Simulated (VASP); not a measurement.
# Ru (P6_3/mmc) in VASP: a series of runs

Runs on Ru. Level: PBE. Tasks: single point.

All numbers are computed with VASP 6.6.1; they aren't measurements. Logs are shortened: lines on timing, memory, paths and dates and some standing lists are left out, and cuts for length are marked.

## 1. The cell of the first run

The structure is hexagonal, space group P6_3/mmc (No. 194). Conventional cell: a = 2.749 Å, b = 2.749 Å, c = 4.331 Å, α = 90.00°, β = 90.00°, γ = 120.00°. Ru (site symmetry -6m2) has 12 Ru at 2.68 to 2.75 Å within 3.5 Å.

## 2. Single point, PBE (volume scaled by 1.03)

Contents of INCAR:

```
PREC = Accurate
ENCUT = 520
EDIFF = 1E-7
ISMEAR = -1
SIGMA = 0.05
LREAL = F
LASPH = T
NELM = 80
ALGO = Normal
ISIF = 2
LWAVE = F
LCHARG = F
GGA = PE
NBANDS = 21
```

Contents of KPOINTS:

```
Automatic mesh
0
Gamma
  16 16 9
```

Contents of POSCAR:

```
Ru
1.0
    2.7494093308      0.0000000000      0.0000000000
   -1.3747046654      2.3810583259      0.0000000000
    0.0000000000      0.0000000000      4.3309092230
Ru
2
Direct
    0.3333333333      0.6666666667      0.2500000000
    0.6666666667      0.3333333333      0.7500000000
```

Potentials or basis: VASP PAW PBE potentials, release 64 (Ru_pv).

Command:

```
cat potpaw_PBE.64/Ru_pv/POTCAR > POTCAR
mpirun -np 1 vasp_std > vasp.out
```

OUTCAR:

```text
PREC = Accurate
   ENCUT = 520
   EDIFF = 1E-7
   ISMEAR = -1
   LREAL = F
   LASPH = T
   NELM = 80
   ISIF = 2
   GGA = PE

 ion  position               nearest neighbor table
   1  0.333  0.667  0.250-   2 2.68   2 2.68   2 2.68   2 2.68   2 2.68   2 2.68
   2  0.667  0.333  0.750-   1 2.68   1 2.68   1 2.68   1 2.68   1 2.68   1 2.68

  LATTYP: Found a hexagonal cell.
 ALAT       =     2.7494093308
 C/A-ratio  =     1.5752144195

  Lattice vectors:

 A1 = (   2.7494093308,   0.0000000000,   0.0000000000)
 A2 = (  -1.3747046654,   2.3810583259,   0.0000000000)
 A3 = (   0.0000000000,   0.0000000000,   4.3309092230)

Analysis of symmetry for initial positions (statically):
=====================================================================
 Subroutine PRICEL returns:
 Original cell was already a primitive cell.

 Routine SETGRP: Setting up the symmetry group for a
 hexagonal supercell.

 Subroutine GETGRP returns: Found 24 space group operations
 (whereof 12 operations were pure point group operations)
 out of a pool of 24 trial point group operations.

The static configuration has the point symmetry D_3d.
 The point group associated with its full space group is D_6h.

Analysis of symmetry for dynamics (positions and initial velocities):
=====================================================================
 Subroutine PRICEL returns:
 Original cell was already a primitive cell.

 Routine SETGRP: Setting up the symmetry group for a
 hexagonal supercell.

 Subroutine GETGRP returns: Found 24 space group operations
 (whereof 12 operations were pure point group operations)
 out of a pool of 24 trial point group operations.

The dynamic configuration has the point symmetry D_3d.
 The point group associated with its full space group is D_6h.

 Subroutine INISYM returns: Found 24 space group operations
 (whereof 12 operations are pure point group operations),
 and found     1 'primitive' translations

----------------------------------------------------------------------------------------

                                     Primitive cell

  volume of cell :      28.3523

  direct lattice vectors                    reciprocal lattice vectors
     2.749409331  0.000000000  0.000000000     0.363714485  0.209990656  0.000000000
    -1.374704665  2.381058326  0.000000000     0.000000000  0.419981312  0.000000000
     0.000000000  0.000000000  4.330909223     0.000000000  0.000000000  0.230898398

  length of vectors
     2.749409331  2.749409331  4.330909223     0.419981312  0.419981312  0.230898398

  position of ions in fractional coordinates (direct lattice)
     0.333333333  0.666666667  0.250000000
     0.666666667  0.333333333  0.750000000

  ion indices of the primitive-cell ions
   primitive index   ion index
                 1           1
                 2           2

----------------------------------------------------------------------------------------

 KPOINTS: Automatic mesh

Automatic generation of k-mesh.
 Grid dimensions read from file:
 generate k-points for:   16   16    9

 Generating k-lattice:

  Cartesian coordinates                     Fractional coordinates (reciprocal lattice)
     0.022732155  0.013124416  0.000000000     0.062500000  0.000000000  0.000000000
     0.000000000  0.026248832  0.000000000     0.000000000  0.062500000  0.000000000
     0.000000000  0.000000000  0.025655378     0.000000000  0.000000000  0.111111111

  Length of vectors
     0.026248832  0.026248832  0.025655378

  Shift w.r.t. Gamma in fractional coordinates (k-lattice)
     0.000000000  0.000000000  0.000000000

 Subroutine IBZKPT returns following result:
 ===========================================

 Found    150 irreducible k-points:

 Following reciprocal coordinates:
            Coordinates               Weight
  0.000000  0.000000  0.000000      1.000000
  0.062500  0.000000  0.000000      6.000000
  0.125000  0.000000  0.000000      6.000000
  0.187500  0.000000  0.000000      6.000000
  0.250000  0.000000  0.000000      6.000000
  0.312500 -0.000000  0.000000      6.000000
[... 16 lines left out ...]
  0.187500  0.187500  0.000000      6.000000
  0.250000  0.187500  0.000000     12.000000
 [... further k-points ...]
   k-points           NKPTS =    150   k-points in BZ     NKDIM =    150   number of bands    NBANDS=     21
   number of dos      NEDOS =    301   number of ions     NIONS =      2
   total plane-waves  NPLWV =  12800
   dimension x,y,z NGX =    20 NGY =   20 NGZ =   32
   dimension x,y,z NGXF=    40 NGYF=   40 NGZF=   64
   ions per type =               2
   NGX,Y,Z   is equivalent  to a cutoff of  12.09, 12.09, 12.28 a.u.
   NGXF,Y,Z  is equivalent  to a cutoff of  24.19, 24.19, 24.57 a.u.
 SYSTEM =  unknown system
   PREC   = accura    normal or accurate (medium, high low for compatibility)
   ISTART =      0    job   : 0-new  1-cont  2-samecut
   ICHARG =      2    charge: 1-file 2-atom 10-const
   ISPIN  =      1    spin polarized calculation?
   LNONCOLLINEAR =      F non collinear calculations
   LSORBIT =      F    spin-orbit coupling
   LASPH  =      T    aspherical Exc in radial PAW
   ENCUT  =  520.0 eV  38.22 Ry    6.18 a.u.   5.11  5.11  8.05*2*pi/ulx,y,z
   NELM   =     80;   NELMIN=  2; NELMDL= -5     # of ELM steps
   EDIFF  = 0.1E-06   stopping-criterion for ELM
   LREAL  =      F    real-space projection
   EDIFFG = 0.1E-05   stopping-criterion for IOM
   NSW    =      0    number of steps for IOM
   IBRION =     -1    ionic relax: 0-MD 1-quasi-New 2-CG
   NFREE  =      0    steps in history (QN), initial steepest desc. (CG)
   ISIF   =      2    stress and relaxation
   ISYM   =      2    0-nonsym 1-usesym 2-fastsym
   POTIM  = 0.5000    time-step for ionic-motion
   TEBEG  =    0.0;   TEEND  =   0.0 temperature during run
   PSTRESS=    0.0 pullay stress
   NELECT =      28.0000    total number of electrons
   NUPDOWN=      -1.0000    fix difference up-down
   EMIN   =  10.00;   EMAX   =-10.00  energy-range for DOS
   EFERMI =   0.00;   METHOD = LEGACY
   ISMEAR =    -1;   SIGMA  =   0.05  broadening in eV -4-tet -1-fermi 0-gaus
   EFERMI_NEDOS =   21; number of points for ismear=-14 and -15
   IALGO  =     38    algorithm
   IMIX   =      4    mixing-type and parameters
     AMIX     =   0.40;   BMIX     =  1.00
     AMIX_MAG =   1.60;   BMIX_MAG =  1.00
  volume/ion in A,a.u.               =      14.18        95.67
  Fermi-wavevector in a.u.,A,eV,Ry     =   1.630289  3.080800 36.162151  2.657843
  Thomas-Fermi vector in A             =   2.722615
   LORBIT       =      0    0 simple, 1 ext, 2 COOP (PROOUT), +10 PAW based schemes
   GGA     = PE    functional components
   LHFCALC =     F    Hartree Fock is set to
   AEXX    =    0.0000 exact exchange contribution
   IVDW    =     0    specifies the selected vdW correction
   LEPSILON=     F    determine dielectric tensor
   LRPA    =     F    only Hartree local field effects (RPA)
 non-spin polarized calculation
  energy-cutoff  :      520.00
  volume of cell :       28.35
 maximum number of plane-waves:       777
   NGX = 11   NGY = 11   NGZ = 17

 number of electron      28.0000008 magnetization

 Free energy of the ion-electron system (eV)
  ---------------------------------------------------
  ext. energy  EPLUGINS =         0.00000000
  ---------------------------------------------------
  free energy    TOTEN  =       -18.45478684 eV

  energy without entropy =      -18.44254757  energy(sigma->0) =      -18.44866720

 E-fermi :  12.0796     XC(G=0): -13.8535

 val. band max:       12.0656404371   @ k =   0.1250   0.0625   0.3333
 cond. band min:      12.0838728836   @ k =   0.4375   0.0625   0.3333
 fundamental gap:      0.0182324465
 Fermi energy:        12.0796101431

 k-point     1 :       0.0000    0.0000    0.0000
  band No.  band energies     occupation
      1     -31.4328      2.00000
      2     -30.6260      2.00000
      3     -30.6260      2.00000
      4     -30.4738      2.00000
      5     -30.4738      2.00000
      6     -30.4325      2.00000
[... 13 lines left out ...]
     20      22.5352      0.00000
     21      22.5408      0.00000

 k-point     2 :       0.0625    0.0000    0.0000
  band No.  band energies     occupation
      1     -31.4212      2.00000
      2     -30.6500      2.00000
      3     -30.6343      2.00000
      4     -30.4990      2.00000
      5     -30.4770      2.00000
      6     -30.4380      2.00000
[... 13 lines left out ...]
     20      22.5353      0.00000
     21      22.5406      0.00000

 k-point     3 :       0.1250    0.0000    0.0000
  band No.  band energies     occupation
      1     -31.3873      2.00000
      2     -30.7185      2.00000
      3     -30.6573      2.00000
      4     -30.5700      2.00000
      5     -30.4868      2.00000
      6     -30.4546      2.00000
[... 13 lines left out ...]
     20      22.5352      0.00000
     21      22.5400      0.00000

 k-point     4 :       0.1875    0.0000    0.0000
  band No.  band energies     occupation
      1     -31.3338      2.00000
      2     -30.8211      2.00000
      3     -30.6908      2.00000
      4     -30.6741      2.00000
      5     -30.5022      2.00000
      6     -30.4822      2.00000
[... 13 lines left out ...]
     20      22.5352      0.00000
     21      22.5391      0.00000

 k-point     5 :       0.2500    0.0000    0.0000
  band No.  band energies     occupation
      1     -31.2649      2.00000
      2     -30.9424      2.00000
      3     -30.7937      2.00000
      4     -30.7290      2.00000
      5     -30.5213      2.00000
      6     -30.5205      2.00000
[... 13 lines left out ...]
     20      22.5351      0.00000
     21      22.5382      0.00000
[... 382 lines left out ...]
     20      22.5344      0.00000
     21      22.8760      0.00000

 k-point    22 :       0.4375    0.1250    0.0000
  band No.  band energies     occupation
      1     -31.2322      2.00000
      2     -31.0666      2.00000
      3     -30.9876      2.00000
      4     -30.8734      2.00000
      5     -30.7116      2.00000
      6     -30.6368      2.00000
[... 13 lines left out ...]
     20      22.5334      0.00000
     21      23.2104      0.00000

 k-point    23 :       0.1875    0.1875    0.0000
  band No.  band energies     occupation
      1     -31.1672      2.00000
      2     -30.9941      2.00000
      3     -30.9939      2.00000
      4     -30.7530      2.00000
      5     -30.6115      2.00000
      6     -30.5804      2.00000
[... 13 lines left out ...]
     20      22.5349      0.00000
     21      22.5376      0.00000

 k-point    24 :       0.2500    0.1875    0.0000
  band No.  band energies     occupation
      1     -31.0914      2.00000
      2     -31.0895      2.00000
      3     -31.0276      2.00000
      4     -30.8118      2.00000
      5     -30.6547      2.00000
      6     -30.6320      2.00000
[... 13 lines left out ...]
     20      22.5346      0.00000
     21      22.5824      0.00000

 [... further k-points ...]

------------------------ aborting loop because EDIFF is reached ----------------------------------------

  FORCE on cell =-STRESS in cart. coord.  units (eV):
  Direction    XX          YY          ZZ          XY          YZ          ZX
  --------------------------------------------------------------------------------------
  -------------------------------------------------------------------------------------
  Total       -1.4993461     -1.4993461     -1.6029834      0.0000000     -0.0000000      0.0000000
  in kB      -84.7274133    -84.7274133    -90.5839155      0.0000000     -0.0000000      0.0000000
  external PRESSURE =     -86.6795807 kB  Pullay stress =       0.0000000 kB

 VOLUME and BASIS-vectors are now :
 -----------------------------------------------------------------------------
  energy-cutoff  :      520.00
  volume of cell :       28.35
      direct lattice vectors                 reciprocal lattice vectors
     2.749409331  0.000000000  0.000000000     0.363714485  0.209990656  0.000000000
    -1.374704665  2.381058326  0.000000000     0.000000000  0.419981312  0.000000000
     0.000000000  0.000000000  4.330909223     0.000000000  0.000000000  0.230898398

 POSITION                                       TOTAL-FORCE (eV/Angst)
 -----------------------------------------------------------------------------------
     -0.00000      1.58737      1.08273        -0.000000      0.000000      0.000000
      1.37470      0.79369      3.24818         0.000000      0.000000      0.000000
 -----------------------------------------------------------------------------------
    total drift:                               -0.000000      0.000000     -0.000000

  FREE ENERGIE OF THE ION-ELECTRON SYSTEM (eV)
  ---------------------------------------------------
  free  energy   TOTEN  =       -18.4547868362 eV

  energy  without entropy=      -18.4425475718  energy(sigma->0) =      -18.44866720
```

Wall time 33 s (1 thread of Intel Xeon 6975P-C (Granite Rapids), shared host); peak memory 0.18 GiB.

Results:

- Free energy: -18.4548 eV
- Pressure: -8.7 GPa
- Band gap on the k mesh: zero (band 14 reaches 13.53 eV, above the bottom of band 15 at 10.59 eV)

Stress tensor (GPa, compression positive):
```
-8.47  0.00  0.00
 0.00 -8.47  0.00
 0.00  0.00 -9.06
```

Levels at points of the mesh, in eV from the Fermi level:
| k point | band 11 | band 12 | band 13 | band 14 | band 15 | band 16 | band 17 | band 18 |
| --- | --- | --- | --- | --- | --- | --- | --- | --- |
| (0.00, 0.00, 0.00) | -2.24 | -1.81 | -1.81 | -1.35 | -1.35 | 1.09 | 1.09 | 1.29 |
| (0.50, 0.00, 0.00) | -1.95 | -1.74 | -1.43 | 1.28 | 1.67 | 1.78 | 3.81 | 5.79 |

## 3. Single point, PBE (volume scaled by 1.06)

Contents of INCAR:

```
SYSTEM = Ru
  PREC = Accurate
  ENCUT = 520
  EDIFF = 1E-6
  ISMEAR = -1
  SIGMA = 0.05
  LREAL = .FALSE.
  LASPH = .TRUE.
  NELM = 60
  ALGO = Normal
  ISIF = 2
  LWAVE = .FALSE.
  LCHARG = .FALSE.
  GGA = PE
  NBANDS = 21
```

Contents of KPOINTS:

```
Automatic mesh
0
G
  16 16 9
  0 0 0
```

Contents of POSCAR:

```
Ru
1.0
    2.7758475808      0.0000000000      0.0000000000
   -1.3879237904      2.4039545220      0.0000000000
    0.0000000000      0.0000000000      4.3725551357
Ru
2
Direct
    0.3333333333      0.6666666667      0.2500000000
    0.6666666667      0.3333333333      0.7500000000
```

Potentials or basis: VASP PAW PBE potentials, release 64 (Ru_pv).

Command:

```
cat potpaw_PBE.64/Ru_pv/POTCAR > POTCAR
mpirun -np 1 vasp_std > vasp.out
```

Wall time 32 s (1 thread of Intel Xeon 6975P-C (Granite Rapids), shared host); peak memory 0.2 GiB.

The run converged. Its results:

```
Free energy            : -18.3916 eV
Pressure               : -15.9 GPa
Band gap on the k mesh : zero (band 14 reaches 12.96 eV, above the bottom of band 15 at 10.16 eV)
```

Stress tensor (GPa, compression positive):
```
-15.51   0.00   0.00
  0.00 -15.51   0.00
  0.00   0.00 -16.58
```

Levels at points of the mesh, in eV from the Fermi level:
```
           k point  band 11  band 12  band 13  band 14  band 15  band 16  band 17  band 18
(0.00, 0.00, 0.00)    -2.15    -1.73    -1.73    -1.29    -1.29     1.04     1.04     1.27
(0.50, 0.00, 0.00)    -1.87    -1.69    -1.37     1.22     1.59     1.69     3.67     5.59
```
